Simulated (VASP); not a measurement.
# NaF (Villiaumite) (Fm-3m) in VASP: a series of runs

NaF (Villiaumite) is run at these levels: r2SCAN; tasks: single point.

Program: VASP 6.6.1. These are calculated values, not measurements. Logs are shortened: lines on timing, memory, paths and dates and some standing lists are left out, and cuts for length are marked.

## Step 1: The cell of the first run

Symmetry: Fm-3m, No. 225, cubic system. The conventional cell has a = 4.640 Å, b = 4.640 Å, c = 4.640 Å, α = 90.00°, β = 90.00°, γ = 90.00°. Within 3.1 Å of Na (site symmetry m-3m) lie 6 F at 2.32 Å. F (site symmetry m-3m) has 6 Na at 2.32 Å within 3.1 Å.

## Step 2: Single point, r2SCAN

Input file POSCAR:

```
NaF
1.0
    0.0000000000      2.3200000000      2.3200000000
    2.3200000000      0.0000000000      2.3200000000
    2.3200000000      2.3200000000      0.0000000000
Na F
1 1
Direct
    0.0000000000      0.0000000000      0.0000000000
    0.5000000000      0.5000000000      0.5000000000
```

Input file INCAR.step1:

```
  ALGO = Normal
  EDIFF = 1E-4
  ENCUT = 520
  GGA = PE
  ISMEAR = 0
  LASPH = True
  LCHARG = False
  LREAL = False
  LWAVE = True
  NBANDS = 14
  NELM = 80
  PREC = Accurate
  SIGMA = 0.1
```

Input file INCAR.step2:

```
  ALGO = Normal
  EDIFF = 1E-7
  ENCUT = 520
  ISIF = 2
  ISMEAR = 0
  ISTART = 1
  LASPH = True
  LCHARG = False
  LMIXTAU = True
  LREAL = False
  LWAVE = False
  METAGGA = R2SCAN
  NBANDS = 14
  NELM = 80
  PREC = Accurate
  SIGMA = 0.1
```

Input file KPOINTS:

```
k-points
0
Gamma
  6 6 6
```

Potentials or basis: VASP PAW PBE potentials, release 64 (Na_pv, F).

On the command line:

```sh
> cat potpaw_PBE.64/Na_pv/POTCAR potpaw_PBE.64/F/POTCAR > POTCAR
> cp INCAR.step1 INCAR
> mpirun -np 1 vasp_std > vasp.out
> cp INCAR.step2 INCAR
> mpirun -np 1 vasp_std > vasp.out
```

OUTCAR:

```text
EDIFF = 1E-7
   ENCUT = 520
   ISIF = 2
   ISMEAR = 0
   ISTART = 1
   LASPH = True
   LREAL = False
   METAGGA = R2SCAN
   NELM = 80
   PREC = Accurate

 ion  position               nearest neighbor table
   1  0.000  0.000  0.000-   2 2.32   2 2.32   2 2.32   2 2.32   2 2.32   2 2.32
   2  0.500  0.500  0.500-   1 2.32   1 2.32   1 2.32   1 2.32   1 2.32   1 2.32

  LATTYP: Found a face centered cubic cell.
 ALAT       =     4.6400000000

  Lattice vectors:

 A1 = (   0.0000000000,   2.3200000000,   2.3200000000)
 A2 = (   2.3200000000,   0.0000000000,   2.3200000000)
 A3 = (   2.3200000000,   2.3200000000,   0.0000000000)

Analysis of symmetry for initial positions (statically):
=====================================================================
 Subroutine PRICEL returns:
 Original cell was already a primitive cell.

 Routine SETGRP: Setting up the symmetry group for a
 face centered cubic supercell.

 Subroutine GETGRP returns: Found 48 space group operations
 (whereof 48 operations were pure point group operations)
 out of a pool of 48 trial point group operations.

The static configuration has the point symmetry O_h .

Analysis of symmetry for dynamics (positions and initial velocities):
=====================================================================
 Subroutine PRICEL returns:
 Original cell was already a primitive cell.

 Routine SETGRP: Setting up the symmetry group for a
 face centered cubic supercell.

 Subroutine GETGRP returns: Found 48 space group operations
 (whereof 48 operations were pure point group operations)
 out of a pool of 48 trial point group operations.

The dynamic configuration has the point symmetry O_h .

 Subroutine INISYM returns: Found 48 space group operations
 (whereof 48 operations are pure point group operations),
 and found     1 'primitive' translations

----------------------------------------------------------------------------------------

                                     Primitive cell

  volume of cell :      24.9743

  direct lattice vectors                    reciprocal lattice vectors
     0.000000000  2.320000000  2.320000000    -0.215517241  0.215517241  0.215517241
     2.320000000  0.000000000  2.320000000     0.215517241 -0.215517241  0.215517241
     2.320000000  2.320000000  0.000000000     0.215517241  0.215517241 -0.215517241

  length of vectors
     3.280975465  3.280975465  3.280975465     0.373286812  0.373286812  0.373286812

  position of ions in fractional coordinates (direct lattice)
     0.000000000  0.000000000  0.000000000
     0.500000000  0.500000000  0.500000000

  ion indices of the primitive-cell ions
   primitive index   ion index
                 1           1
                 2           2

----------------------------------------------------------------------------------------

 KPOINTS: k-points

Automatic generation of k-mesh.
 Grid dimensions read from file:
 generate k-points for:    6    6    6

 Generating k-lattice:

  Cartesian coordinates                     Fractional coordinates (reciprocal lattice)
    -0.035919540  0.035919540  0.035919540     0.166666667  0.000000000  0.000000000
     0.035919540 -0.035919540  0.035919540     0.000000000  0.166666667  0.000000000
     0.035919540  0.035919540 -0.035919540     0.000000000  0.000000000  0.166666667

  Length of vectors
     0.062214469  0.062214469  0.062214469

  Shift w.r.t. Gamma in fractional coordinates (k-lattice)
     0.000000000  0.000000000  0.000000000

 Subroutine IBZKPT returns following result:
 ===========================================

 Found     16 irreducible k-points:

 Following reciprocal coordinates:
            Coordinates               Weight
  0.000000  0.000000  0.000000      1.000000
  0.166667  0.000000  0.000000      8.000000
  0.333333  0.000000  0.000000      8.000000
  0.500000  0.000000  0.000000      4.000000
  0.166667  0.166667  0.000000      6.000000
  0.333333  0.166667  0.000000     24.000000
[... 8 lines left out ...]
 -0.333333  0.333333  0.166667     24.000000
 -0.333333  0.500000  0.166667     12.000000
   k-points           NKPTS =     16   k-points in BZ     NKDIM =     16   number of bands    NBANDS=     14
   number of dos      NEDOS =    301   number of ions     NIONS =      2
   total plane-waves  NPLWV =  13824
   dimension x,y,z NGX =    24 NGY =   24 NGZ =   24
   dimension x,y,z NGXF=    48 NGYF=   48 NGZF=   48
   ions per type =               1   1
   NGX,Y,Z   is equivalent  to a cutoff of  12.16, 12.16, 12.16 a.u.
   NGXF,Y,Z  is equivalent  to a cutoff of  24.32, 24.32, 24.32 a.u.
 SYSTEM =  unknown system
   PREC   = accura    normal or accurate (medium, high low for compatibility)
   ISTART =      1    job   : 0-new  1-cont  2-samecut
   ICHARG =      0    charge: 1-file 2-atom 10-const
   ISPIN  =      1    spin polarized calculation?
   LNONCOLLINEAR =      F non collinear calculations
   LSORBIT =      F    spin-orbit coupling
   LASPH  =      T    aspherical Exc in radial PAW
   ENCUT  =  520.0 eV  38.22 Ry    6.18 a.u.   6.10  6.10  6.10*2*pi/ulx,y,z
   NELM   =     80;   NELMIN=  2; NELMDL=  0     # of ELM steps
   EDIFF  = 0.1E-06   stopping-criterion for ELM
   LREAL  =      F    real-space projection
   EDIFFG = 0.1E-05   stopping-criterion for IOM
   NSW    =      0    number of steps for IOM
   IBRION =     -1    ionic relax: 0-MD 1-quasi-New 2-CG
   NFREE  =      0    steps in history (QN), initial steepest desc. (CG)
   ISIF   =      2    stress and relaxation
   ISYM   =      2    0-nonsym 1-usesym 2-fastsym
   POTIM  = 0.5000    time-step for ionic-motion
   TEBEG  =    0.0;   TEEND  =   0.0 temperature during run
   PSTRESS=    0.0 pullay stress
   NELECT =      14.0000    total number of electrons
   NUPDOWN=      -1.0000    fix difference up-down
   EMIN   =  10.00;   EMAX   =-10.00  energy-range for DOS
   EFERMI =   0.00;   METHOD = LEGACY
   ISMEAR =     0;   SIGMA  =   0.10  broadening in eV -4-tet -1-fermi 0-gaus
   EFERMI_NEDOS =   21; number of points for ismear=-14 and -15
   IALGO  =     38    algorithm
   IMIX   =      4    mixing-type and parameters
     AMIX     =   0.40;   BMIX     =  1.00
     AMIX_MAG =   1.60;   BMIX_MAG =  1.00
  volume/ion in A,a.u.               =      12.49        84.27
  Fermi-wavevector in a.u.,A,eV,Ry     =   1.349852  2.550851 24.791186  1.822101
  Thomas-Fermi vector in A             =   2.477405
   LORBIT       =      0    0 simple, 1 ext, 2 COOP (PROOUT), +10 PAW based schemes
   METAGGA = R2SCAN    functional components
   LHFCALC =     F    Hartree Fock is set to
   AEXX    =    0.0000 exact exchange contribution
   IVDW    =     0    specifies the selected vdW correction
   LEPSILON=     F    determine dielectric tensor
   LRPA    =     F    only Hartree local field effects (RPA)
 non-spin polarized calculation
 Gauss-broadening in eV      SIGMA  =   0.10
  energy-cutoff  :      520.00
  volume of cell :       24.97
 maximum number of plane-waves:       692
   NGX = 13   NGY = 13   NGZ = 13

 number of electron      13.9999982 magnetization

 Free energy of the ion-electron system (eV)
  ---------------------------------------------------
  ext. energy  EPLUGINS =         0.00000000
  ---------------------------------------------------
  free energy    TOTEN  =       -12.59695990 eV

  energy without entropy =      -12.59695990  energy(sigma->0) =      -12.59695990

 E-fermi :  -2.2514     XC(G=0):  -9.7539

 val. band max:       -2.7413563829   @ k =   0.0000   0.0000   0.0000
 cond. band min:       4.4081402126   @ k =   0.0000   0.0000   0.0000
 fundamental gap:      7.1494965955
 Fermi energy:        -2.2513969769

 k-point     1 :       0.0000    0.0000    0.0000
  band No.  band energies     occupation
      1     -23.0305      2.00000
      2     -22.2533      2.00000
      3     -22.2527      2.00000
      4     -22.2527      2.00000
      5      -2.7414      2.00000
      6      -2.7414      2.00000
      7      -2.7414      2.00000
      8       4.4081      0.00000
      9      17.0134      0.00000
     10      17.0134      0.00000
     11      17.0134      0.00000
     12      19.6512      0.00000
     13      22.2683      0.00000
     14      22.2683      0.00000

 k-point     2 :       0.1667    0.0000    0.0000
  band No.  band energies     occupation
      1     -23.1628      2.00000
      2     -22.2559      2.00000
      3     -22.2555      2.00000
      4     -22.0885      2.00000
      5      -3.2024      2.00000
      6      -2.8082      2.00000
      7      -2.8081      2.00000
      8       5.3270      0.00000
      9      14.5036      0.00000
     10      17.4721      0.00000
     11      17.4722      0.00000
     12      21.5634      0.00000
     13      21.5635      0.00000
     14      22.4592      0.00000

 k-point     3 :       0.3333    0.0000    0.0000
  band No.  band energies     occupation
      1     -23.3449      2.00000
      2     -22.2614      2.00000
      3     -22.2609      2.00000
      4     -21.8402      2.00000
      5      -3.9579      2.00000
      6      -2.9391      2.00000
      7      -2.9391      2.00000
      8       7.3229      0.00000
      9      12.0664      0.00000
     10      18.3350      0.00000
     11      18.3359      0.00000
     12      20.9946      0.00000
     13      20.9951      0.00000
     14      22.5144      0.00000

 k-point     4 :       0.5000    0.0000    0.0000
  band No.  band energies     occupation
      1     -23.4162      2.00000
      2     -22.2640      2.00000
      3     -22.2635      2.00000
      4     -21.7351      2.00000
      5      -4.2833      2.00000
      6      -3.0033      2.00000
      7      -3.0033      2.00000
      8       8.8597      0.00000
      9      10.6375      0.00000
     10      18.6247      0.00000
     11      18.6260      0.00000
     12      21.1049      0.00000
     13      21.1060      0.00000
     14      22.0903      0.00000

 k-point     5 :       0.1667    0.1667    0.0000
  band No.  band energies     occupation
      1     -23.1526      2.00000
      2     -22.2653      2.00000
      3     -22.2649      2.00000
      4     -22.0797      2.00000
      5      -3.2599      2.00000
      6      -2.8502      2.00000
      7      -2.8502      2.00000
      8       5.6132      0.00000
      9      14.2122      0.00000
     10      17.3842      0.00000
     11      17.3843      0.00000
[... 140 lines left out ...]
 k-point    14 :       0.5000    0.3333    0.1667
  band No.  band energies     occupation
      1     -23.1955      2.00000
      2     -22.3078      2.00000
      3     -22.2839      2.00000
      4     -21.9466      2.00000
      5      -3.8823      2.00000
      6      -3.2588      2.00000
      7      -3.0782      2.00000
      8       8.9181      0.00000
      9      11.7363      0.00000
     10      15.5094      0.00000
     11      17.1591      0.00000
     12      19.6385      0.00000
     13      22.5997      0.00000
     14      25.5785      0.00000

 k-point    15 :      -0.3333    0.3333    0.1667
  band No.  band energies     occupation
      1     -23.1702      2.00000
      2     -22.3230      2.00000
      3     -22.3022      2.00000
      4     -21.9386      2.00000
      5      -3.8475      2.00000
      6      -3.4610      2.00000
      7      -3.1536      2.00000
      8      10.4702      0.00000
      9      11.0210      0.00000
     10      14.6587      0.00000
     11      16.3512      0.00000
     12      20.9818      0.00000
     13      21.6350      0.00000
     14      26.4239      0.00000

 k-point    16 :      -0.3333    0.5000    0.1667
  band No.  band energies     occupation
      1     -23.0081      2.00000
      2     -22.3625      2.00000
      3     -22.3222      2.00000
      4     -22.0674      2.00000
      5      -3.8060      2.00000
      6      -3.3807      2.00000
      7      -3.2634      2.00000
      8      11.2233      0.00000
      9      11.2772      0.00000
     10      13.0851      0.00000
     11      16.1484      0.00000
     12      19.8891      0.00000
     13      24.3718      0.00000
     14      24.4962      0.00000

------------------------ aborting loop because EDIFF is reached ----------------------------------------

  FORCE on cell =-STRESS in cart. coord.  units (eV):
  Direction    XX          YY          ZZ          XY          YZ          ZX
  --------------------------------------------------------------------------------------
  -------------------------------------------------------------------------------------
  Total       -0.3133491     -0.3133491     -0.3133491      0.0000000      0.0000000      0.0000000
  in kB      -20.1022673    -20.1022673    -20.1022673      0.0000000      0.0000000      0.0000000
  external PRESSURE =     -20.1022673 kB  Pullay stress =       0.0000000 kB

 VOLUME and BASIS-vectors are now :
 -----------------------------------------------------------------------------
  energy-cutoff  :      520.00
  volume of cell :       24.97
      direct lattice vectors                 reciprocal lattice vectors
     0.000000000  2.320000000  2.320000000    -0.215517241  0.215517241  0.215517241
     2.320000000  0.000000000  2.320000000     0.215517241 -0.215517241  0.215517241
     2.320000000  2.320000000  0.000000000     0.215517241  0.215517241 -0.215517241

 POSITION                                       TOTAL-FORCE (eV/Angst)
 -----------------------------------------------------------------------------------
      0.00000      0.00000      0.00000         0.000000     -0.000000     -0.000000
      2.32000      2.32000      2.32000        -0.000000      0.000000      0.000000
 -----------------------------------------------------------------------------------
    total drift:                                0.000000     -0.000000      0.000000

  FREE ENERGIE OF THE ION-ELECTRON SYSTEM (eV)
  ---------------------------------------------------
  free  energy   TOTEN  =       -12.5969599026 eV

  energy  without entropy=      -12.5969599026  energy(sigma->0) =      -12.59695990
```

Run time: 13 s. Hardware: 1 thread of AMD EPYC 9R45 (Zen 5), shared host; peak memory 0.1 GiB.

Results:

| Quantity | Value |
| --- | --- |
| Free energy | -12.5970 eV |
| Pressure | -2.0 GPa |
| Band gap on the k mesh | 7.15 eV, direct |

Levels at points of the mesh, in eV from the valence-band top:
```tsv
k point	band 4	band 5	band 6	band 7	band 8	band 9	band 10	band 11
(0.00, 0.00, 0.00)	-19.51	0.00	0.00	0.00	7.15	19.75	19.75	19.75
(0.50, 0.00, 0.00)	-18.99	-1.54	-0.26	-0.26	11.60	13.38	21.37	21.37
(0.50, 0.50, 0.00)	-19.56	-1.26	-0.40	-0.40	13.90	14.02	14.80	21.05
```

Caveat: the PAW data sets were made with another functional, which shifts forces and pressure a little.

## Step 3: Single point, r2SCAN (volume scaled by 0.94)

Input file POSCAR:

```
NaF
1.0
    0.0000000000      2.2501763030      2.2501763030
    2.2501763030      0.0000000000      2.2501763030
    2.2501763030      2.2501763030      0.0000000000
Na F
1 1
Direct
    0.0000000000      0.0000000000      0.0000000000
    0.5000000000      0.5000000000      0.5000000000
```

Input file INCAR.step1:

```
SYSTEM = NaF
ALGO = Normal
EDIFF = 1E-4
ENCUT = 520
GGA = PE
ISMEAR = 0
LASPH = .True.
LCHARG = .False.
LREAL = .False.
LWAVE = .True.
NBANDS = 14
NELM = 80
PREC = Accurate
SIGMA = 0.02
```

Input file INCAR.step2:

```
SYSTEM = NaF
ALGO = Normal
EDIFF = 1E-7
ENCUT = 520
ISIF = 2
ISMEAR = 0
ISTART = 1
LASPH = .True.
LCHARG = .False.
LMIXTAU = .True.
LREAL = .False.
LWAVE = .False.
METAGGA = R2SCAN
NBANDS = 14
NELM = 80
PREC = Accurate
SIGMA = 0.02
```

Input file KPOINTS:

```
k-points
0
Gamma
  8 8 8
  0 0 0
```

Potentials or basis: VASP PAW PBE potentials, release 64 (Na_pv, F).

On the command line:

```sh
> cat potpaw_PBE.64/Na_pv/POTCAR potpaw_PBE.64/F/POTCAR > POTCAR
> cp INCAR.step1 INCAR
> mpirun -np 1 vasp_std > vasp.out
> cp INCAR.step2 INCAR
> mpirun -np 1 vasp_std > vasp.out
```

It took 25 s on 1 thread of AMD EPYC 9R45 (Zen 5), shared host; peak memory 0.11 GiB.

It converged, with:

```yaml
Free_energy: -12.5920 eV
Pressure: 3.2 GPa
Band_gap_on_the_k_mesh: 7.70 eV, direct
```

Levels at points of the mesh, in eV from the valence-band top:
| k point | band 3 | band 4 | band 5 | band 6 | band 7 | band 8 | band 9 | band 10 | band 11 | band 12 |
| --- | --- | --- | --- | --- | --- | --- | --- | --- | --- | --- |
| (0.00, 0.00, 0.00) | -19.24 | -19.24 | 0.00 | 0.00 | 0.00 | 7.70 | 20.42 | 20.42 | 20.42 | 23.29 |
| (0.50, 0.00, 0.00) | -19.25 | -18.69 | -1.75 | -0.31 | -0.31 | 12.21 | 14.20 | 22.41 | 22.41 | 24.98 |
| (0.50, 0.50, 0.00) | -19.31 | -19.31 | -1.40 | -0.45 | -0.45 | 14.22 | 14.85 | 15.77 | 22.33 | 22.33 |

Caveat: the PAW data sets were made with another functional, which shifts forces and pressure a little.

(Part 1 of 2 ends here.)
